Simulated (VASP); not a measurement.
SrTiO3: single point with PBE+U

Crystal: SrTiO3.

```
Sr Ti O
1.0
     3.94713    0.00000    0.00000
     0.00000    3.94713    0.00000
     0.05921    0.00000    3.94713
Sr Ti O
1 1 3
Direct
  0.00000 0.00000 0.00000
  0.50000 0.50000 0.50000
  0.50000 0.00000 0.50000
  0.50000 0.50000 0.00000
  0.00000 0.50000 0.50000
```

This cell differs from its parent crystal: shear of c along a, cell held: +1.5 %.

```json
{
  "Program": "VASP 6.6.1",
  "Task": "single point",
  "Functional": "PBE",
  "Potentials or basis": "VASP PAW PBE potentials, release 64 (Sr_sv, Ti_sv, O)",
  "Cutoff": "520 eV",
  "k mesh": "8 × 8 × 8",
  "Occupations": "gaussian, width 0.02 eV",
  "Spin": "no spin polarisation",
  "Hubbard terms": "Ti d U = 4.0 eV"
}
```

```yaml
Pressure: 2.7 GPa
Band_gap_on_the_k_mesh: 2.27 eV, indirect (least direct gap 2.67 eV)
```

Stress tensor (GPa, compression positive):
```
 2.70  0.00 -1.64
 0.00  2.71  0.00
-1.64  0.00  2.72
```

Levels at points of the mesh, in eV from the valence-band top:
| k point | band 17 | band 18 | band 19 | band 20 | band 21 | band 22 | band 23 | band 24 |
| --- | --- | --- | --- | --- | --- | --- | --- | --- |
| (0.00, 0.00, 0.00) | -1.11 | -0.48 | -0.44 | -0.40 | 2.27 | 2.30 | 2.32 | 4.10 |
| (0.50, 0.00, 0.00) | -2.19 | -1.92 | -0.81 | -0.81 | 2.48 | 4.07 | 4.07 | 4.12 |
| (0.00, 0.50, 0.00) | -2.18 | -1.92 | -0.88 | -0.74 | 2.48 | 4.06 | 4.08 | 4.11 |
| (0.50, 0.50, 0.00) | -1.91 | -1.57 | -1.57 | -0.10 | 4.09 | 4.09 | 4.55 | 4.98 |
| (0.00, 0.00, 0.50) | -2.19 | -1.92 | -0.81 | -0.81 | 2.48 | 4.07 | 4.07 | 4.12 |
| (0.50, 0.00, 0.50) | -1.91 | -1.58 | -1.56 | -0.10 | 4.07 | 4.11 | 4.54 | 4.98 |
| (0.00, 0.50, 0.50) | -1.91 | -1.57 | -1.57 | -0.10 | 4.09 | 4.09 | 4.55 | 4.98 |
| (0.50, 0.50, 0.50) | -3.54 | -0.02 | -0.01 | 0.00 | 4.73 | 4.74 | 4.76 | 6.70 |

Eigenvalues of the final occupation matrices:
| site | spin | trace | eigenvalues |
| --- | --- | --- | --- |
| site 2 d | 1 | 0.80 | 0.10 0.10 0.10 0.25 0.25 |
| site 2 d | 2 | 0.80 | 0.10 0.10 0.10 0.25 0.25 |

Run time: 3.7 min on 1 thread of Intel(R) Xeon(R) Platinum 8488C (Sapphire Rapids), on a shared host, peak memory 0.39 GiB.

Caveat: the cell differs from its parent crystal (shear of c along a, cell held: +1.5 %). A k mesh can miss the band edges.
